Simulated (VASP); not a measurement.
# Ga (Cmcm) in VASP: notebook, part 2 of 3

VASP 6.6.1. The steps go on from the part before.

**3. Electric field gradients, PBE (17.75 Å³/atom)**

This run uses another cell than the first one, of 17.75 Å³/atom.

INCAR reads:

```
ALGO     = Normal         # electronic algorithm
EDIFF    = 1E-8           # SCF threshold, eV
ENCUT    = 520            # plane-wave cutoff, eV
GGA      = PE             # functional
ISIF     = 2              # what is computed and relaxed
ISMEAR   = -1             # smearing method
LASPH    = T              # aspherical terms in the spheres
LCHARG   = F              # write CHGCAR
LEFG     = T            
LREAL    = F              # projectors in reciprocal space
LWAVE    = F              # write WAVECAR
NBANDS   = 20             # bands
NELM     = 60             # most SCF steps
PREC     = Accurate       # precision mode
SIGMA    = 0.08           # smearing width, eV
```

KPOINTS reads:

```
k-points
0
Gamma
  12 12 10
```

POSCAR reads:

```
Ga
1.0
    1.4254189801     -3.9960883822      0.0000000000
    1.4254189801      3.9960883822      0.0000000000
    0.0000000000      0.0000000000      3.1162608048
Ga
2
Direct
    0.8670000000      0.1330000000      0.2500000000
    0.1330000000      0.8670000000      0.7500000000
```

Potentials or basis: VASP PAW PBE potentials, release 64 (Ga_d).

Command:

```sh
cat potpaw_PBE.64/Ga_d/POTCAR > POTCAR
mpirun -np 1 vasp_std > vasp.out
```

OUTCAR:

```text
EDIFF = 1E-8
   ENCUT = 520
   GGA = PE
   ISIF = 2
   ISMEAR = -1
   LASPH = T
   LREAL = F
   NELM = 60
   PREC = Accurate

 ion  position               nearest neighbor table
   1  0.867  0.133  0.250-   2 2.64   2 2.64   2 2.82   2 2.82   2 2.82   2 2.82
   2  0.133  0.867  0.750-   1 2.64   1 2.64   1 2.82   1 2.82   1 2.82   1 2.82

  LATTYP: Found a base centered orthorhombic cell.
 ALAT       =     2.8508379602
 B/A-ratio  =     2.8034482759
 C/A-ratio  =     1.0931034483

  Lattice vectors:

 A1 = (   1.4254189801,  -3.9960883822,   0.0000000000)
 A2 = (   1.4254189801,   3.9960883822,   0.0000000000)
 A3 = (   0.0000000000,   0.0000000000,   3.1162608048)

Analysis of symmetry for initial positions (statically):
=====================================================================
 Subroutine PRICEL returns:
 Original cell was already a primitive cell.

 Routine SETGRP: Setting up the symmetry group for a
 base centered orthorhombic supercell.

 Subroutine GETGRP returns: Found  8 space group operations
 (whereof  4 operations were pure point group operations)
 out of a pool of  8 trial point group operations.

The static configuration has the point symmetry C_2h.
 The point group associated with its full space group is D_2h.

Analysis of symmetry for dynamics (positions and initial velocities):
=====================================================================
 Subroutine PRICEL returns:
 Original cell was already a primitive cell.

 Routine SETGRP: Setting up the symmetry group for a
 base centered orthorhombic supercell.
[... 150 lines left out ...]

  energy without entropy =       -5.70509095  energy(sigma->0) =       -5.71326481

 E-fermi :   6.1940     XC(G=0): -11.2784

 val. band max:        6.1868864285   @ k =  -0.4167   0.1667   0.1000
 cond. band min:       6.1979912430   @ k =   0.3333   0.2500   0.4000
 fundamental gap:      0.0111048145
 Fermi energy:         6.1939649699

 k-point     1 :       0.0000    0.0000    0.0000
  band No.  band energies     occupation
      1      -9.1433      2.00000
      2      -9.1092      2.00000
      3      -9.0316      2.00000
      4      -9.0211      2.00000
      5      -8.8006      2.00000
      6      -8.7815      2.00000
[... 541 lines left out ...]
     19      17.3303      0.00000
     20      19.2534      0.00000

 [... further k-points ...]
[... 5 lines left out ...]
  --------------------------------------------------------------------------------------
  -------------------------------------------------------------------------------------
  Total        0.4722910      1.3968949      1.4216398      0.0000000      0.0000000      0.0000000
  in kB       21.3146794     63.0424246     64.1591715      0.0000000      0.0000000      0.0000000
  external PRESSURE =      49.5054252 kB  Pullay stress =       0.0000000 kB

 VOLUME and BASIS-vectors are now :
 -----------------------------------------------------------------------------
  energy-cutoff  :      520.00
  volume of cell :       35.50
      direct lattice vectors                 reciprocal lattice vectors
     1.425418980 -3.996088382  0.000000000     0.350774058 -0.125122358  0.000000000
     1.425418980  3.996088382  0.000000000     0.350774058  0.125122358  0.000000000
     0.000000000  0.000000000  3.116260805     0.000000000  0.000000000  0.320897403

 POSITION                                       TOTAL-FORCE (eV/Angst)
 -----------------------------------------------------------------------------------
      1.42542     -2.93313      0.77907         0.000000      0.223636     -0.000000
      1.42542      2.93313      2.33720         0.000000     -0.223636      0.000000
 -----------------------------------------------------------------------------------
    total drift:                                0.000000      0.000000     -0.000000

  FREE ENERGIE OF THE ION-ELECTRON SYSTEM (eV)
  ---------------------------------------------------
  free  energy   TOTEN  =        -5.7214386755 eV

  energy  without entropy=       -5.7050909539  energy(sigma->0) =       -5.71326481

 Electric field gradients (V/A^2)
---------------------------------------------------------------------
 ion       V_xx      V_yy      V_zz      V_xy      V_xz      V_yz
---------------------------------------------------------------------
   1      10.037   -27.764    17.727     0.000     0.000    -0.000
   2      10.037   -27.764    17.727     0.000     0.000     0.000
---------------------------------------------------------------------

 Electric field gradients after diagonalization (V/A^2)
 (convention: |V_zz| > |V_xx| > |V_yy|)
----------------------------------------------------------------------
 ion       V_xx      V_yy      V_zz     asymmetry (V_yy - V_xx)/ V_zz
----------------------------------------------------------------------
   1      17.727    10.037   -27.764       0.277
   2      17.727    10.037   -27.764       0.277
----------------------------------------------------------------------

           NMR quadrupolar parameters

 Cq : quadrupolar parameter    Cq=e*Q*V_zz/h
 eta: asymmetry parameters     (V_yy - V_xx)/ V_zz
 Q  : nuclear electric quadrupole moment in mb (millibarn)
----------------------------------------------------------------------
 ion       Cq(MHz)       eta       Q (mb)
----------------------------------------------------------------------
   1      -0.067       0.277       1.000
   2      -0.067       0.277       1.000
----------------------------------------------------------------------
```

OSZICAR:

```text
N       E                     dE             d eps       ncg     rms          rms(c)
DAV:   1     0.131132230623E+03    0.13113E+03   -0.13195E+04 10980   0.251E+03
DAV:   2     0.546964655486E+01   -0.12566E+03   -0.12243E+03 10628   0.385E+02
DAV:   3    -0.561405158744E+01   -0.11084E+02   -0.11014E+02 11604   0.938E+01
DAV:   4    -0.577730765308E+01   -0.16326E+00   -0.16311E+00 11932   0.125E+01
DAV:   5    -0.578001685697E+01   -0.27092E-02   -0.27090E-02 11676   0.158E+00    0.149E+00
DAV:   6    -0.573243122963E+01    0.47586E-01   -0.90629E-02 13824   0.519E+00    0.769E-01
DAV:   7    -0.572251511614E+01    0.99161E-02   -0.18301E-02 14976   0.196E+00    0.204E-01
DAV:   8    -0.572141901145E+01    0.10961E-02   -0.24065E-03 11328   0.690E-01    0.194E-02
DAV:   9    -0.572143870104E+01   -0.19690E-04   -0.11520E-04 12384   0.112E-01    0.799E-03
DAV:  10    -0.572143895061E+01   -0.24958E-06   -0.61819E-06 11996   0.296E-02    0.134E-03
DAV:  11    -0.572143875149E+01    0.19913E-06   -0.64660E-07 12644   0.112E-02    0.625E-04
DAV:  12    -0.572143872548E+01    0.26012E-07   -0.61740E-08 12168   0.327E-03    0.203E-04
DAV:  13    -0.572143867971E+01    0.45769E-07   -0.60553E-09  6916   0.773E-04    0.427E-05
DAV:  14    -0.572143867547E+01    0.42346E-08   -0.13449E-09  5776   0.420E-04
   1 F= -.57214387E+01 E0= -.57132648E+01  d E =-.163477E-01
```

Wall time 2.6 min (1 thread of Intel Xeon Platinum 8375C at 2.90GHz (Ice Lake), shared host); peak memory 0.27 GiB.

What came out:

```yaml
Free_energy: -5.7214 eV
Pressure: 5.0 GPa
Largest_force: 0.224 eV/Å
Band_gap_on_the_k_mesh: zero (bands 13 and 14 overlap by 9.79 eV)
Largest_electric_field_gradient_by_atom: Ga -27.8 V/Å²
```

Forces on the atoms (eV/Å):
```
Ga   0.000  0.224  0.000
Ga   0.000 -0.224  0.000
```

Stress tensor (GPa, compression positive):
```
2.13 0.00 0.00
0.00 6.30 0.00
0.00 0.00 6.42
```

Levels at points of the mesh, in eV from the Fermi level:
| k point | band 10 | band 11 | band 12 | band 13 | band 14 | band 15 | band 16 | band 17 |
| --- | --- | --- | --- | --- | --- | --- | --- | --- |
| (0.00, 0.00, 0.00) | -14.75 | -11.69 | -2.48 | -1.49 | 2.92 | 6.69 | 8.09 | 9.05 |
| (0.50, 0.00, 0.00) | -14.81 | -6.90 | -5.70 | -1.94 | -0.41 | 6.76 | 6.97 | 9.27 |
| (0.50, 0.50, 0.00) | -14.82 | -9.59 | -8.93 | 5.26 | 5.94 | 6.03 | 7.41 | 7.52 |
| (0.00, 0.00, 0.50) | -14.84 | -7.70 | -7.70 | 1.84 | 1.84 | 2.59 | 2.59 | 10.77 |
| (0.50, 0.00, 0.50) | -14.80 | -3.12 | -3.12 | -1.69 | -1.69 | 1.86 | 1.86 | 4.31 |
| (0.50, 0.50, 0.50) | -14.90 | -5.72 | -5.72 | -4.53 | -4.53 | 9.95 | 9.95 | 11.86 |

Electric field gradients, principal values (V/Å²):
```
atom   least  middle  greatest (by size)
1 Ga  10.037  17.727             -27.764
2 Ga  10.037  17.727             -27.764
```

Caveat: the cell stands under pressure; without QUAD_EFG the Cq values of the log hold for a quadrupole moment of 1 mb, not for the nuclei.

**4. Electric field gradients, PBE (17.75 Å³/atom)**

This run uses another cell than the first one, of 17.75 Å³/atom.

INCAR reads:

```
SYSTEM = Ga
ALGO     = Normal         ! electronic algorithm
EDIFF    = 1E-8           ! SCF threshold, eV
ENCUT    = 520            ! plane-wave cutoff, eV
GGA      = PE             ! functional
ISIF     = 2              ! what is computed and relaxed
ISMEAR   = -1             ! smearing method
LASPH    = .TRUE.         ! aspherical terms in the spheres
LCHARG   = .FALSE.        ! write CHGCAR
LEFG     = .TRUE.       
LREAL    = .FALSE.        ! projectors in reciprocal space
LWAVE    = .FALSE.        ! write WAVECAR
NBANDS   = 20             ! bands
NELM     = 100            ! most SCF steps
PREC     = Accurate       ! precision mode
SIGMA    = 0.08           ! smearing width, eV
```

KPOINTS reads:

```
k-points
0
G
  12 12 10
  0 0 0
```

POSCAR is that of step 3.

Potentials or basis: VASP PAW PBE potentials, release 64 (Ga_d).

Command:

```sh
cat potpaw_PBE.64/Ga_d/POTCAR > POTCAR
mpirun -np 1 vasp_std > vasp.out
```

OUTCAR:

```text
SYSTEM = Ga
   EDIFF = 1E-8
   ENCUT = 520
   GGA = PE
   ISIF = 2
   ISMEAR = -1
   LASPH = .TRUE.
   LREAL = .FALSE.
   NELM = 100
   PREC = Accurate

 ion  position               nearest neighbor table
   1  0.867  0.133  0.250-   2 2.64   2 2.64   2 2.82   2 2.82   2 2.82   2 2.82
   2  0.133  0.867  0.750-   1 2.64   1 2.64   1 2.82   1 2.82   1 2.82   1 2.82

  LATTYP: Found a base centered orthorhombic cell.
 ALAT       =     2.8508379602
 B/A-ratio  =     2.8034482759
 C/A-ratio  =     1.0931034483

  Lattice vectors:

 A1 = (   1.4254189801,  -3.9960883822,   0.0000000000)
 A2 = (   1.4254189801,   3.9960883822,   0.0000000000)
 A3 = (   0.0000000000,   0.0000000000,   3.1162608048)

Analysis of symmetry for initial positions (statically):
=====================================================================
 Subroutine PRICEL returns:
 Original cell was already a primitive cell.

 Routine SETGRP: Setting up the symmetry group for a
 base centered orthorhombic supercell.
[... 744 lines left out ...]
     1.425418980 -3.996088382  0.000000000     0.350774058 -0.125122358  0.000000000
     1.425418980  3.996088382  0.000000000     0.350774058  0.125122358  0.000000000
     0.000000000  0.000000000  3.116260805     0.000000000  0.000000000  0.320897403

 POSITION                                       TOTAL-FORCE (eV/Angst)
 -----------------------------------------------------------------------------------
      1.42542     -2.93313      0.77907         0.000000      0.223636     -0.000000
      1.42542      2.93313      2.33720         0.000000     -0.223636      0.000000
 -----------------------------------------------------------------------------------
    total drift:                                0.000000      0.000000     -0.000000

  FREE ENERGIE OF THE ION-ELECTRON SYSTEM (eV)
  ---------------------------------------------------
  free  energy   TOTEN  =        -5.7214386755 eV

  energy  without entropy=       -5.7050909539  energy(sigma->0) =       -5.71326481

 Electric field gradients (V/A^2)
---------------------------------------------------------------------
 ion       V_xx      V_yy      V_zz      V_xy      V_xz      V_yz
---------------------------------------------------------------------
   1      10.037   -27.764    17.727     0.000     0.000    -0.000
   2      10.037   -27.764    17.727     0.000     0.000     0.000
---------------------------------------------------------------------

 Electric field gradients after diagonalization (V/A^2)
 (convention: |V_zz| > |V_xx| > |V_yy|)
----------------------------------------------------------------------
 ion       V_xx      V_yy      V_zz     asymmetry (V_yy - V_xx)/ V_zz
----------------------------------------------------------------------
   1      17.727    10.037   -27.764       0.277
   2      17.727    10.037   -27.764       0.277
----------------------------------------------------------------------

           NMR quadrupolar parameters

 Cq : quadrupolar parameter    Cq=e*Q*V_zz/h
 eta: asymmetry parameters     (V_yy - V_xx)/ V_zz
 Q  : nuclear electric quadrupole moment in mb (millibarn)
----------------------------------------------------------------------
 ion       Cq(MHz)       eta       Q (mb)
----------------------------------------------------------------------
   1      -0.067       0.277       1.000
   2      -0.067       0.277       1.000
----------------------------------------------------------------------
```

Wall time 3.6 min (1 thread of Intel Xeon Platinum 8375C at 2.90GHz (Ice Lake), shared host); peak memory 0.27 GiB.

What came out:

* Free energy: -5.7214 eV
* Pressure: 5.0 GPa
* Largest force: 0.224 eV/Å
* Band gap on the k mesh: zero (bands 13 and 14 overlap by 9.79 eV)
* Largest electric field gradient by atom: Ga -27.8 V/Å²

Forces in eV/Å, atoms in the order of the input:
```
Ga   0.000  0.224  0.000
Ga   0.000 -0.224  0.000
```

Electric field gradients, principal values (V/Å²):
| atom | least | middle | greatest (by size) |
| --- | --- | --- | --- |
| 1 Ga | 10.037 | 17.727 | -27.764 |
| 2 Ga | 10.037 | 17.727 | -27.764 |

Caveat: the cell stands under pressure; without QUAD_EFG the Cq values of the log hold for a quadrupole moment of 1 mb, not for the nuclei.

[end of part 2 of 3]
